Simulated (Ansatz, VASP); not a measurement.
**V in VASP and in Ansatz**

POSCAR

```
V
1.0
    2.6042941027      0.0390644115      0.0000000000
   -1.2683162786      2.2358526461      0.0000000000
    0.0000000000      0.0000000000      4.7233360000
V
2
Direct
    0.6666666667      0.3333333333      0.7500000000
    0.3333333333      0.6666666667      0.2500000000
```

Contents of INCAR.step1:

```
SYSTEM = V
ALGO = Normal
EDIFF = 1E-4
ENCUT = 520
GGA = PE
ISMEAR = 1
LASPH = .TRUE.
LCHARG = .FALSE.
LREAL = .FALSE.
LWAVE = .TRUE.
NBANDS = 20
NELM = 60
PREC = Accurate
SIGMA = 0.01
```

Contents of INCAR.step2:

```
SYSTEM = V
ALGO = Normal
EDIFF = 1E-8
ENCUT = 520
ISIF = 2
ISMEAR = 1
ISTART = 1
LASPH = .TRUE.
LCHARG = .FALSE.
LEFG = .TRUE.
LMIXTAU = .TRUE.
LREAL = .FALSE.
LWAVE = .FALSE.
METAGGA = R2SCAN
NBANDS = 20
NELM = 60
PREC = Accurate
SIGMA = 0.01
```

KPOINTS

```
k-points
0
G
  14 14 7
  0 0 0
```

Input for Ansatz:

```yaml
crystal:
  lattice:
    - [2.6042941027, 0.0390644115, 0.0]
    - [-1.2683162786, 2.2358526461, 0.0]
    - [0.0, 0.0, 4.723336]
  atoms:
    - { symbol: V, position: [0.6666666667, 0.3333333333, 0.75] }
    - { symbol: V, position: [0.3333333333, 0.6666666667, 0.25] }
kpoints:
  mp_grid: { grid: [14, 14, 7] }
scf:
  occupations: { method: cold, width: 0.01 }
hamiltonian:
  xc: r2scan
  pseudopotentials: { kind: all_electron, datasets: crystal }
output:
  forces: true
  stress: true
  eigenvalues: true
  efg: { contact_densities: true }
```

Alike in both runs: task electric field gradients; functional r2SCAN; k mesh 14 × 14 × 7; no spin polarisation.

|  | VASP | Ansatz |
| --- | --- | --- |
| version | VASP 6.6.1 | Ansatz 0.2.0 |
| potentials or method | VASP PAW PBE potentials, release 64 (V_sv), cutoff 520 eV | all-electron PAW with datasets made for the crystal, scalar-relativistic |
| occupations | methfessel-paxton of order 1, width 0.01 eV | cold, width 0.01 eV |

VASP gave:

* gap on the k mesh at the Fermi level (eV): none
* pressure (GPa): -2.5
* traceless stress, the component that is largest in VASP (GPa): -1.24
* rms of the force components (eV/Å): 0.061

Which values does Ansatz return?

gap on the k mesh at the Fermi level (eV): none; pressure (GPa): -3.1; traceless stress, the component that is largest in VASP (GPa): -1.19; rms of the force components (eV/Å): 0.060.

VASP's potentials were made for PBE, not for r2SCAN. Atom by atom the forces differ by 0.000 eV/Å (rms over components). A gap of «none» marks a metal or a gap that the smearing closes. Ansatz ran all-electron here, and VASP with PAW potentials.
